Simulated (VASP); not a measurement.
## Y4N: density of states with PBE

Y4N:

```
Y N
1.0
     4.97833    0.00000    0.00000
     0.00000    4.97833    0.00000
     0.00000    0.00000    4.97833
Y N
4 1
Cartesian
  0.0000 2.4892 2.4892
  2.4892 2.4892 0.0000
  2.4892 0.0000 2.4892
  0.0000 0.0000 0.0000
  2.4892 2.4892 2.4892
```

| Property | Result |
| --- | --- |
| Program | VASP 6.6.1 |
| Task | density of states |
| Functional | PBE |
| Potentials or basis | VASP PAW PBE potentials, release 64 (Y_sv, N) |
| Cutoff | 520 eV |
| k mesh | 8 × 8 × 8 |
| Occupations | gaussian, width 0.1 eV |
| Spin | no spin polarisation |
| Dipole correction | no |
| k mesh for the DOS | 12 × 12 × 12 |
| Occupations for the DOS | tetrahedron |
| Further INCAR settings | ALGO = Normal; EDIFF = 1e-07; NBANDS = 32 |

- Valence electrons inside the program's atomic spheres: Y 9.59, 9.53; N 3.61

Levels at points of the mesh, in eV from the Fermi level:
```csv
k point,band 21,band 22,band 23,band 24,band 25,band 26,band 27,band 28
"(0.00, 0.00, 0.00)",-1.85,-1.85,-1.85,-0.93,-0.93,-0.93,1.88,1.88
"(0.50, 0.00, 0.00)",-2.27,-2.09,-0.82,0.12,0.22,0.33,0.33,1.37
"(0.50, 0.50, 0.00)",-1.58,-0.71,-0.71,-0.55,0.36,0.36,0.37,0.59
"(0.50, 0.50, 0.50)",-2.04,-0.57,-0.57,-0.57,0.78,0.78,0.78,1.63
```

It took 6.8 min on 1 thread of Intel(R) Xeon(R) Platinum 8259CL CPU @ 2.50GHz (Skylake/Cascade Lake) (shared host), peak memory 0.43 GiB.
